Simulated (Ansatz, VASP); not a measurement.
**La2O3 in VASP and in Ansatz**

```
La O
1.0
     3.93078    0.00000    0.00000
    -1.96539    3.40415    0.00000
     0.00000    0.00000    6.11195
La O
2 3
Direct
  0.66667 0.33333 0.75376
  0.33333 0.66667 0.24624
  0.66667 0.33333 0.35411
  0.33333 0.66667 0.64589
  0.00000 0.00000 0.00000
```

Alike in both runs: task single point; functional PBE; k mesh 6 × 6 × 4; occupations gaussian, width 0.1 eV; no spin polarisation.

```csv
,VASP,Ansatz
version,VASP 6.6.1,Ansatz 0.2.0
potentials or method,"VASP PAW PBE potentials, release 64 (La, O), cutoff 520 eV","scalar-relativistic, plane waves, PAW"
valence electrons in the cell,40,40
```

Ansatz gave:

* gap on the k mesh at the Fermi level (eV): 3.84
* least direct gap on the mesh (eV): 3.97
* pressure (GPa): 1.9
* traceless stress, the component that is largest in VASP (GPa): 0.18
* rms of the force components (eV/Å): 0.006

Problem. Estimate VASP's values.

Solution. gap on the k mesh at the Fermi level (eV): 3.86; least direct gap on the mesh (eV): 3.98; pressure (GPa): 1.6; traceless stress, the component that is largest in VASP (GPa): 0.22; rms of the force components (eV/Å): 0.004.

Atom by atom the forces differ by 0.005 eV/Å (rms over components).

Spin-orbit coupling is off throughout.
